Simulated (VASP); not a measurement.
**BaTiO3: single point with PBE**

Crystal: BaTiO3.

```xyz
5
Lattice="3.5111 0.0000 0.0000 0.0000 3.5111 0.0000 0.0000 0.0000 5.2667" Properties=species:S:1:pos:R:3 pbc="T T T"
Ba    0.0000    0.0000    0.0000
Ti    1.7556    1.7556    2.6334
O     1.7556    1.7556    0.0000
O     1.7556    0.0000    2.6334
O     0.0000    1.7556    2.6334
```

This cell differs from its parent crystal: ratio of the length along z to the lengths across it x 1.5, volume and fractional coordinates fixed.

- Program: VASP 6.6.1
- Task: single point
- Functional: PBE
- Potentials or basis: VASP PAW PBE potentials, release 64 (Ba_sv, Ti_sv, O)
- Cutoff: 520 eV
- k mesh: 8 × 8 × 8
- Occupations: gaussian, width 0.05 eV
- Spin: no spin polarisation

```yaml
Pressure: 40.6 GPa
Band_gap_on_the_k_mesh: 0.85 eV (least direct gap 1.55 eV)
```

Stress tensor (GPa, compression positive):
```
 67.17   0.00   0.00
  0.00  67.17   0.00
  0.00   0.00 -12.65
```

Levels at points of the mesh, in eV from the valence-band top:
```
           k point  band 17  band 18  band 19  band 20  band 21  band 22  band 23  band 24
(0.00, 0.00, 0.00)    -1.24    -1.24    -0.70    -0.70     0.85     0.85     0.86     1.29
(0.50, 0.00, 0.00)    -3.01    -2.88    -2.00    -1.86     1.08     1.56     4.02     4.21
(0.50, 0.50, 0.00)    -2.49    -0.35    -0.01    -0.01     2.06     4.05     4.05     4.90
(0.00, 0.00, 0.50)    -1.19    -1.19    -0.84    -0.84     1.21     1.21     1.30     2.86
(0.50, 0.00, 0.50)    -3.00    -2.95    -2.62    -2.12     1.30     3.08     4.01     4.21
(0.50, 0.50, 0.50)    -3.11    -0.35     0.00     0.00     3.77     3.77     3.78     4.07
```

Wall time 3.8 min on 1 thread of Intel Xeon 8259CL (shared host), peak memory 0.27 GiB.

Caveat: the cell stands under pressure; spin-orbit coupling is left out, which moves the levels of the heavy elements. A k mesh can miss the band edges.
